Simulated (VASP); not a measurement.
# LuBi2As4Br (P4/mmm) in VASP: single point with PBE

Aim: the single point of LuBi2As4Br with PBE.

Program: VASP 6.6.1. These are calculated values, not measurements. Logs are shortened: lines on timing, memory, paths and dates and some standing lists are left out, and cuts for length are marked.

### 1 The cell of the first run

Symmetry: P4/mmm, No. 123, tetragonal system. The conventional cell has a = 4.248 Å, b = 4.248 Å, c = 10.087 Å, α = 90.00°, β = 90.00°, γ = 90.00°. Within 3.4 Å of Lu (site symmetry 4/mmm) lie 8 As at 2.58 Å. Bi (site symmetry 4mm) has 4 As at 2.47 Å within 3.3 Å. Within 3.3 Å of As (site symmetry 2mm) lie 2 Bi at 2.47 Å and 2 Lu at 2.58 Å and 5 As at 2.95 to 3.00 Å. Within 5.0 Å of Br (site symmetry 4/mmm) lie 8 Bi at 3.79 Å and 8 As at 4.15 Å and 4 Br at 4.25 Å.

### 2 Single point, PBE

Input file INCAR:

```
ALGO = Normal ; EDIFF = 1E-6
ENCUT = 520 ; GGA = PE
ISIF = 2 ; ISMEAR = 1
LASPH = T ; LCHARG = T
LELF = T ; LREAL = F
LVHAR = T ; LWAVE = F
NBANDS = 51 ; NELM = 80
PREC = Accurate ; SIGMA = 0.1372
```

Input file KPOINTS:

```
k-points
0
Gamma
  6 6 3
```

Input file POSCAR:

```
LuBi2As4Br
1.0
    4.2482330000      0.0000000000      0.0000000000
    0.0000000000      4.2482330000      0.0000000000
    0.0000000000      0.0000000000     10.0874510000
Lu Bi As Br
1 2 4 1
Direct
    0.0000000000      0.0000000000      0.0000000000
    0.5000000000      0.5000000000      0.7293000000
    0.5000000000      0.5000000000      0.2707000000
    0.5000000000      0.0000000000      0.8540000000
    0.0000000000      0.5000000000      0.8540000000
    0.5000000000      0.0000000000      0.1460000000
    0.0000000000      0.5000000000      0.1460000000
    0.0000000000      0.0000000000      0.5000000000
```

Potentials or basis: VASP PAW PBE potentials, release 64 (Lu, Bi_d, As, Br).

Run with:

```console
$ cat potpaw_PBE.64/Lu/POTCAR potpaw_PBE.64/Bi_d/POTCAR potpaw_PBE.64/As/POTCAR potpaw_PBE.64/Br/POTCAR > POTCAR
$ mpirun -np 1 vasp_std > vasp.out
```

OUTCAR:

```text
EDIFF = 1E-6
   ENCUT = 520
   GGA = PE
   ISIF = 2
   ISMEAR = 1
   LASPH = T
   LREAL = F
   NELM = 80
   PREC = Accurate

 ion  position               nearest neighbor table
   1  0.000  0.000  0.000-   4 2.58   5 2.58   6 2.58   7 2.58   5 2.58   7 2.58   4 2.58   6 2.58

   2  0.500  0.500  0.729-   4 2.47   5 2.47   4 2.47   5 2.47
   3  0.500  0.500  0.271-   6 2.47   7 2.47   6 2.47   7 2.47
   4  0.500  0.000  0.854-   2 2.47   2 2.47   1 2.58   1 2.58
   5  0.000  0.500  0.854-   2 2.47   2 2.47   1 2.58   1 2.58
   6  0.500  0.000  0.146-   3 2.47   3 2.47   1 2.58   1 2.58
   7  0.000  0.500  0.146-   3 2.47   3 2.47   1 2.58   1 2.58
   8  0.000  0.000  0.500-

  LATTYP: Found a simple tetragonal cell.
 ALAT       =     4.2482330000
 C/A-ratio  =     2.3745051178

  Lattice vectors:

 A1 = (   4.2482330000,   0.0000000000,   0.0000000000)
 A2 = (   0.0000000000,   4.2482330000,   0.0000000000)
 A3 = (   0.0000000000,   0.0000000000,  10.0874510000)

Analysis of symmetry for initial positions (statically):
=====================================================================
 Subroutine PRICEL returns:
 Original cell was already a primitive cell.

 Routine SETGRP: Setting up the symmetry group for a
 simple tetragonal supercell.

 Subroutine GETGRP returns: Found 16 space group operations
 (whereof 16 operations were pure point group operations)
 out of a pool of 16 trial point group operations.

The static configuration has the point symmetry D_4h.

Analysis of symmetry for dynamics (positions and initial velocities):
=====================================================================
 Subroutine PRICEL returns:
 Original cell was already a primitive cell.

 Routine SETGRP: Setting up the symmetry group for a
 simple tetragonal supercell.

 Subroutine GETGRP returns: Found 16 space group operations
 (whereof 16 operations were pure point group operations)
 out of a pool of 16 trial point group operations.

The dynamic configuration has the point symmetry D_4h.

 Subroutine INISYM returns: Found 16 space group operations
 (whereof 16 operations are pure point group operations),
 and found     1 'primitive' translations

----------------------------------------------------------------------------------------

                                     Primitive cell

  volume of cell :     182.0531

  direct lattice vectors                    reciprocal lattice vectors
     4.248233000  0.000000000  0.000000000     0.235391985  0.000000000  0.000000000
     0.000000000  4.248233000  0.000000000     0.000000000  0.235391985  0.000000000
     0.000000000  0.000000000 10.087451000     0.000000000  0.000000000  0.099133071

  length of vectors
     4.248233000  4.248233000 10.087451000     0.235391985  0.235391985  0.099133071

  position of ions in fractional coordinates (direct lattice)
     0.000000000  0.000000000  0.000000000
     0.500000000  0.500000000  0.729300000
     0.500000000  0.500000000  0.270700000
     0.500000000  0.000000000  0.854000000
     0.000000000  0.500000000  0.854000000
     0.500000000  0.000000000  0.146000000
     0.000000000  0.500000000  0.146000000
     0.000000000  0.000000000  0.500000000

  ion indices of the primitive-cell ions
   primitive index   ion index
                 1           1
                 2           2
                 3           3
                 4           4
                 5           5
                 6           6
                 7           7
                 8           8

----------------------------------------------------------------------------------------

 KPOINTS: k-points

Automatic generation of k-mesh.
 Grid dimensions read from file:
 generate k-points for:    6    6    3

 Generating k-lattice:

  Cartesian coordinates                     Fractional coordinates (reciprocal lattice)
     0.039231998  0.000000000  0.000000000     0.166666667  0.000000000  0.000000000
     0.000000000  0.039231998  0.000000000     0.000000000  0.166666667  0.000000000
     0.000000000  0.000000000  0.033044357     0.000000000  0.000000000  0.333333333

  Length of vectors
     0.039231998  0.039231998  0.033044357

  Shift w.r.t. Gamma in fractional coordinates (k-lattice)
     0.000000000  0.000000000  0.000000000

 Subroutine IBZKPT returns following result:
 ===========================================

 Found     20 irreducible k-points:

 Following reciprocal coordinates:
            Coordinates               Weight
  0.000000  0.000000  0.000000      1.000000
  0.166667  0.000000  0.000000      4.000000
  0.333333  0.000000  0.000000      4.000000
  0.500000  0.000000  0.000000      2.000000
  0.166667  0.166667  0.000000      4.000000
  0.333333  0.166667  0.000000      8.000000
[... 12 lines left out ...]
  0.500000  0.333333  0.333333      8.000000
  0.500000  0.500000  0.333333      2.000000
   k-points           NKPTS =     20   k-points in BZ     NKDIM =     20   number of bands    NBANDS=     51
   number of dos      NEDOS =    301   number of ions     NIONS =      8
   total plane-waves  NPLWV =  81920
   dimension x,y,z NGX =    32 NGY =   32 NGZ =   80
   dimension x,y,z NGXF=    64 NGYF=   64 NGZF=  160
   ions per type =               1   2   4   1
   NGX,Y,Z   is equivalent  to a cutoff of  12.52, 12.52, 13.18 a.u.
   NGXF,Y,Z  is equivalent  to a cutoff of  25.05, 25.05, 26.37 a.u.
 SYSTEM =  unknown system
   PREC   = accura    normal or accurate (medium, high low for compatibility)
   ISTART =      0    job   : 0-new  1-cont  2-samecut
   ICHARG =      2    charge: 1-file 2-atom 10-const
   ISPIN  =      1    spin polarized calculation?
   LNONCOLLINEAR =      F non collinear calculations
   LSORBIT =      F    spin-orbit coupling
   LASPH  =      T    aspherical Exc in radial PAW
   ENCUT  =  520.0 eV  38.22 Ry    6.18 a.u.   7.90  7.90 18.76*2*pi/ulx,y,z
   NELM   =     80;   NELMIN=  2; NELMDL= -5     # of ELM steps
   EDIFF  = 0.1E-05   stopping-criterion for ELM
   LREAL  =      F    real-space projection
   EDIFFG = 0.1E-04   stopping-criterion for IOM
   NSW    =      0    number of steps for IOM
   IBRION =     -1    ionic relax: 0-MD 1-quasi-New 2-CG
   NFREE  =      0    steps in history (QN), initial steepest desc. (CG)
   ISIF   =      2    stress and relaxation
   ISYM   =      2    0-nonsym 1-usesym 2-fastsym
   POTIM  = 0.5000    time-step for ionic-motion
   TEBEG  =    0.0;   TEEND  =   0.0 temperature during run
   PSTRESS=    0.0 pullay stress
   NELECT =      82.0000    total number of electrons
   NUPDOWN=      -1.0000    fix difference up-down
   EMIN   =  10.00;   EMAX   =-10.00  energy-range for DOS
   EFERMI =   0.00;   METHOD = LEGACY
   ISMEAR =     1;   SIGMA  =   0.14  broadening in eV -4-tet -1-fermi 0-gaus
   EFERMI_NEDOS =   21; number of points for ismear=-14 and -15
   IALGO  =     38    algorithm
   IMIX   =      4    mixing-type and parameters
     AMIX     =   0.40;   BMIX     =  1.00
     AMIX_MAG =   1.60;   BMIX_MAG =  1.00
  volume/ion in A,a.u.               =      22.76       153.57
  Fermi-wavevector in a.u.,A,eV,Ry     =   1.254912  2.371441 21.426525  1.574805
  Thomas-Fermi vector in A             =   2.388694
   LORBIT       =      0    0 simple, 1 ext, 2 COOP (PROOUT), +10 PAW based schemes
   GGA     = PE    functional components
   LHFCALC =     F    Hartree Fock is set to
   AEXX    =    0.0000 exact exchange contribution
   IVDW    =     0    specifies the selected vdW correction
   LEPSILON=     F    determine dielectric tensor
   LRPA    =     F    only Hartree local field effects (RPA)
 non-spin polarized calculation
 Methfessel and Paxton  Order N= 1 SIGMA  =   0.14
  energy-cutoff  :      520.00
  volume of cell :      182.05
 maximum number of plane-waves:      4925
 NGX is ok and might be reduce to    32
   NGX = 15   NGY = 15   NGZ = 37

 number of electron      82.0000011 magnetization

 Free energy of the ion-electron system (eV)
  ---------------------------------------------------
  ext. energy  EPLUGINS =         0.00000000
  ---------------------------------------------------
  free energy    TOTEN  =       -26.19304423 eV

  energy without entropy =      -26.18583049  energy(sigma->0) =      -26.19063965

 E-fermi :   5.9156     XC(G=0): -10.2056

 val. band max:        5.9146237468   @ k =   0.3333   0.1667   0.3333
 cond. band min:       5.9452693160   @ k =   0.1667   0.0000   0.0000
 fundamental gap:      0.0306455692
 Fermi energy:         5.9155601286

 k-point     1 :       0.0000    0.0000    0.0000
  band No.  band energies     occupation
      1     -49.3879      2.00000
      2     -20.3420      2.00000
      3     -20.3420      2.00000
      4     -20.3196      2.00000
      5     -17.6532      2.00000
      6     -17.6527      2.00000
[... 43 lines left out ...]
     50       9.8791      0.00000
     51       9.8791      0.00000

 k-point     2 :       0.1667    0.0000    0.0000
  band No.  band energies     occupation
      1     -49.3876      2.00000
      2     -20.3688      2.00000
      3     -20.3406      2.00000
      4     -20.3148      2.00000
      5     -17.6451      2.00000
      6     -17.6448      2.00000
[... 43 lines left out ...]
     50      10.0396      0.00000
     51      10.6411      0.00000

 k-point     3 :       0.3333    0.0000    0.0000
  band No.  band energies     occupation
      1     -49.3871      2.00000
      2     -20.4215      2.00000
      3     -20.3378      2.00000
      4     -20.3051      2.00000
      5     -17.6282      2.00000
      6     -17.6279      2.00000
[... 43 lines left out ...]
     50      11.5506      0.00000
     51      11.6568      0.00000
[... 811 lines left out ...]
 k-point    19 :       0.5000    0.3333    0.3333
  band No.  band energies     occupation
      1     -49.3860      2.00000
      2     -20.4422      2.00000
      3     -20.4148      2.00000
      4     -20.2859      2.00000
      5     -17.6047      2.00000
      6     -17.6041      2.00000
[... 43 lines left out ...]
     50      11.5866      0.00000
     51      11.9306      0.00000

 k-point    20 :       0.5000    0.5000    0.3333
  band No.  band energies     occupation
      1     -49.3857      2.00000
      2     -20.4404      2.00000
      3     -20.4404      2.00000
      4     -20.2811      2.00000
      5     -17.6048      2.00000
      6     -17.6048      2.00000
[... 43 lines left out ...]
     50      11.3188      0.00000
     51      11.3389      0.00000

------------------------ aborting loop because EDIFF is reached ----------------------------------------

  FORCE on cell =-STRESS in cart. coord.  units (eV):
  Direction    XX          YY          ZZ          XY          YZ          ZX
  --------------------------------------------------------------------------------------
  -------------------------------------------------------------------------------------
  Total       44.5256193     44.5256193     35.3831218      0.0000000      0.0000000     -0.0000000
  in kB      391.8523505    391.8523505    311.3928490      0.0000000      0.0000000     -0.0000000
  external PRESSURE =     365.0325167 kB  Pullay stress =       0.0000000 kB

 VOLUME and BASIS-vectors are now :
 -----------------------------------------------------------------------------
  energy-cutoff  :      520.00
  volume of cell :      182.05
      direct lattice vectors                 reciprocal lattice vectors
     4.248233000  0.000000000  0.000000000     0.235391985  0.000000000  0.000000000
     0.000000000  4.248233000  0.000000000     0.000000000  0.235391985  0.000000000
     0.000000000  0.000000000 10.087451000     0.000000000  0.000000000  0.099133071

 POSITION                                       TOTAL-FORCE (eV/Angst)
 -----------------------------------------------------------------------------------
      0.00000      0.00000      0.00000         0.000000      0.000000      0.000000
      2.12412      2.12412      7.35678        -0.000000      0.000000     -8.466406
      2.12412      2.12412      2.73067         0.000000      0.000000      8.466406
      2.12412      0.00000      8.61468        -0.000000     -0.000000      1.331116
      0.00000      2.12412      8.61468         0.000000      0.000000      1.331116
      2.12412      0.00000      1.47277         0.000000      0.000000     -1.331116
      0.00000      2.12412      1.47277        -0.000000      0.000000     -1.331116
      0.00000      0.00000      5.04373         0.000000      0.000000      0.000000
 -----------------------------------------------------------------------------------
    total drift:                                0.000000     -0.000000      0.000000

  FREE ENERGIE OF THE ION-ELECTRON SYSTEM (eV)
  ---------------------------------------------------
  free  energy   TOTEN  =       -26.1930442272 eV

  energy  without entropy=      -26.1858304930  energy(sigma->0) =      -26.19063965
```

It took 2.4 min on 1 thread of Intel Xeon Platinum 8488C (Sapphire Rapids), shared host; peak memory 0.38 GiB.

What came out:

| Quantity | Value |
| --- | --- |
| Free energy | -26.1930 eV |
| Pressure | 36.5 GPa |
| Largest force | 8.466 eV/Å |
| Band gap on the k mesh | zero (band 41 reaches 7.00 eV, above the bottom of band 42 at 5.05 eV) |

Forces on the atoms (eV/Å):
```
Lu   0.000  0.000  0.000
Bi   0.000  0.000 -8.466
Bi   0.000  0.000  8.466
As   0.000  0.000  1.331
As   0.000  0.000  1.331
As   0.000  0.000 -1.331
As   0.000  0.000 -1.331
Br   0.000  0.000  0.000
```

Levels at points of the mesh, in eV from the Fermi level:
| k point | band 38 | band 39 | band 40 | band 41 | band 42 | band 43 |
| --- | --- | --- | --- | --- | --- | --- |
| (0.00, 0.00, 0.00) | -1.17 | -0.68 | -0.68 | 0.16 | 0.86 | 0.86 |
| (0.50, 0.00, 0.00) | -1.84 | -1.29 | -1.07 | -0.95 | -0.61 | 0.39 |
| (0.50, 0.50, 0.00) | -2.18 | -1.89 | 0.08 | 0.62 | 1.96 | 2.24 |

Caveat: spin-orbit coupling is left out, which moves the levels of the heavy elements; forces of over 1 eV/Å act on the atoms, so gaps and moduli don't describe the material at rest.
